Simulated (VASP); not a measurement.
The system is F.

```
CELL_PARAMETERS angstrom
0.00000 1.61917 1.61917
1.61917 0.00000 1.61917
1.61917 1.61917 0.00000
ATOMIC_POSITIONS crystal
F 0.00000 0.00000 0.00000
```

Base run:

* Program: VASP 6.6.1
* Functional: PBEsol
* Potentials or basis: VASP PAW PBE potentials, release 64 (F)
* Cutoff: 520 eV
* k mesh: 19 × 19 × 19
* Occupations: tetrahedron
* Spin: no spin polarisation

Its results: pressure 5.6 GPa.

The run is repeated on the same cell with these changes: occupations from tetrahedron to fermi-dirac, width 0.08 eV. What comes out?

Pressure 6.2 GPa.

Caveats: the PAW data sets were made with another functional, which shifts forces and pressure a little; an odd number of electrons without spin polarisation forces a metal; a magnetic or distorted state may lie lower; tetrahedron occupations give inexact forces and stress in metals (some runs).
